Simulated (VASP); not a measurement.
**Y2AsN: single point with PBEsol**

Y2AsN:

```
Y As N
1.0
     3.78826    0.00000    0.00000
     0.00000    3.78826    0.00000
     0.00000    0.00000    5.39594
Y As N
2 1 1
Direct
  0.00000 0.00000 0.00000
  0.50000 0.50000 0.50000
  0.50000 0.50000 0.00000
  0.00000 0.00000 0.50000
```

```json
{
  "Program": "VASP 6.6.1",
  "Task": "single point",
  "Functional": "PBEsol",
  "Potentials or basis": "VASP PAW PBE potentials, release 64 (Y_sv, As, N)",
  "Cutoff": "520 eV",
  "k mesh": "12 × 12 × 8",
  "Occupations": "fermi-dirac, width 0.15 eV",
  "Spin": "no spin polarisation"
}
```

The pressure is 0.1 GPa and the band gap on the k mesh is zero (bands 16 and 17 overlap by 0.84 eV).

Levels at points of the mesh, in eV from the Fermi level:
| k point | band 14 | band 15 | band 16 | band 17 | band 18 | band 19 |
| --- | --- | --- | --- | --- | --- | --- |
| (0.00, 0.00, 0.00) | -0.58 | 0.18 | 0.43 | 0.43 | 1.90 | 1.90 |
| (0.50, 0.00, 0.00) | -2.06 | -1.66 | -1.61 | 2.85 | 3.37 | 3.81 |
| (0.50, 0.50, 0.00) | -0.58 | -0.58 | -0.47 | -0.42 | -0.42 | 3.86 |
| (0.00, 0.00, 0.50) | -0.63 | -0.35 | -0.35 | -0.16 | 1.23 | 3.05 |
| (0.50, 0.00, 0.50) | -2.09 | -1.89 | -1.76 | 3.85 | 4.27 | 4.41 |
| (0.50, 0.50, 0.50) | -1.81 | -1.81 | -1.79 | 2.44 | 2.44 | 3.73 |

Wall time 88 s on 1 thread of Intel(R) Xeon(R) 6975P-C (Granite Rapids) (shared host), peak memory 0.4 GiB.

Caveat: the PAW data sets were made with another functional, which shifts forces and pressure a little.
